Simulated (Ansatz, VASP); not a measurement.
**MnHg3: VASP beside Ansatz**

```
CELL_PARAMETERS angstrom
4.41785 0.00000 0.00000
0.00000 4.41785 0.00000
0.00000 0.00000 4.41785
ATOMIC_POSITIONS crystal
Hg 0.50000 0.50000 0.00000
Hg 0.00000 0.50000 0.50000
Hg 0.50000 0.00000 0.50000
Mn 0.00000 0.00000 0.00000
```

Alike in both runs: task single point; functional PBE; k mesh 6 × 6 × 6; occupations fermi-dirac, width 0.05 eV; collinear spin.

```csv
,VASP,Ansatz
version,VASP 6.6.1,Ansatz 0.2.0
potentials or method,"VASP PAW PBE potentials, release 64 (Hg, Mn_pv)",Ansatz PAW
plane-wave cutoff (eV),520,420
valence electrons in the cell,49,75
```

```tsv
	VASP	Ansatz	Ansatz less VASP
gap on the k mesh at the Fermi level (eV)	none	none	-
pressure (GPa)	0.3	0.0	-0.31
net moment per atom (μB)	1.07	1.07	0.000
size of the moment on the site where the two differ most (μB)	4.09	4.25	+0.154
```

Site moments also hang on the region over which each program counts them. A gap of «none» marks a metal or a gap that the smearing closes. The functional is the same, so the differences come from potentials, cutoffs and numerics. VASP's potentials hold 49 valence electrons a cell and Ansatz's 75, so a difference there can come from the potentials and not from the codes.

Neither program's run includes spin-orbit coupling.
